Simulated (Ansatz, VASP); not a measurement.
## One calculation of GaSb, two programs

```
Ga Sb
1.0
     0.00000    3.10723    3.10723
     3.10723    0.00000    3.10723
     3.10723    3.10723    0.00000
Ga Sb
1 1
Cartesian
  0.0000 0.0000 0.0000
  1.5536 1.5536 1.5536
```

Alike in both runs: task relaxation of cell and atoms; functional PBE; k mesh 12 × 12 × 12; occupations fermi-dirac, width 0.05 eV; no spin polarisation.

|  | VASP | Ansatz |
| --- | --- | --- |
| version | VASP 6.6.1 | Ansatz 0.2.0 |
| potentials or method | VASP PAW PBE potentials, release 64 (Ga_d, Sb) | PAW with Ansatz's default frozen-core files, scalar-relativistic |
| plane-wave cutoff (eV) | 600 | 420 |
| valence electrons in the cell | 18 | 28 |

```csv
,VASP,Ansatz,Ansatz less VASP
relaxed volume (Å³/atom),30.03,30.00,-0.025
relaxed cell length with the largest relative difference (Å),4.396,4.394,-0.0012
```

VASP's potentials hold 18 valence electrons a cell and Ansatz's 28, so a difference there can come from the potentials and not from the codes.

Spin-orbit coupling is off throughout.
